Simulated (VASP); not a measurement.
Wanted: the native input for a VASP 6.6.1 run.

```yaml
Task: single point
Functional: PBEsol
Potentials_or_basis: VASP PAW PBE potentials, release 64 (Se, W_sv)
Cutoff: 520 eV
k_mesh: 9 × 9 × 1
Occupations: gaussian, width 0.05 eV
Spin: no spin polarisation
Dipole_correction: no
Further_INCAR_settings: ALGO = Normal; EDIFF = 1e-06; NBANDS = 27
```

The structure of WSe4 lies in POSCAR:

```
WSe4
1.0
    3.2702526709      0.0000000000      0.0000000000
   -1.6351263355      2.8321218898      0.0000000000
    0.0000000000      0.0000000000     37.9768856250
Se W
4 1
Direct
    0.3333333333      0.6666666667      0.1053272256
    0.3333333333      0.6666666667      0.4559528372
    0.3333333333      0.6666666667      0.5440471628
    0.3333333333      0.6666666667      0.8946727744
    0.0000000000      0.0000000000      0.5000000000
```

One way to write it, as run:

INCAR

```
SYSTEM = WSe4
PREC = Accurate
ENCUT = 520
EDIFF = 1E-6
ISMEAR = 0
SIGMA = 0.05
LREAL = .FALSE.
LASPH = .TRUE.
NELM = 60
ALGO = Normal
ISIF = 2
LWAVE = .FALSE.
LCHARG = .TRUE.
GGA = PS
LELF = .TRUE.
LVHAR = .TRUE.
NBANDS = 27
```

KPOINTS

```
regular mesh
0
G
  9 9 1
  0 0 0
```

Potentials or basis: VASP PAW PBE potentials, release 64 (Se, W_sv).

Launch:

```console
$ cat potpaw_PBE.64/Se/POTCAR potpaw_PBE.64/W_sv/POTCAR > POTCAR
$ mpirun -np 1 vasp_std > vasp.out
```

It gave:

```json
{
 "Largest force": "0.072 eV/Å",
 "Band gap on the k mesh": "zero (band 19 reaches -0.48 eV, above the bottom of band 20 at -3.06 eV)"
}
```

Caveat: the PAW data sets were made with another functional, which shifts forces and pressure a little; spin-orbit coupling is left out, which moves the levels of the heavy elements.

Run time: 2.2 min on 1 thread of Intel(R) Xeon(R) Platinum 8488C (Sapphire Rapids), on a shared host, peak memory 0.45 GiB.
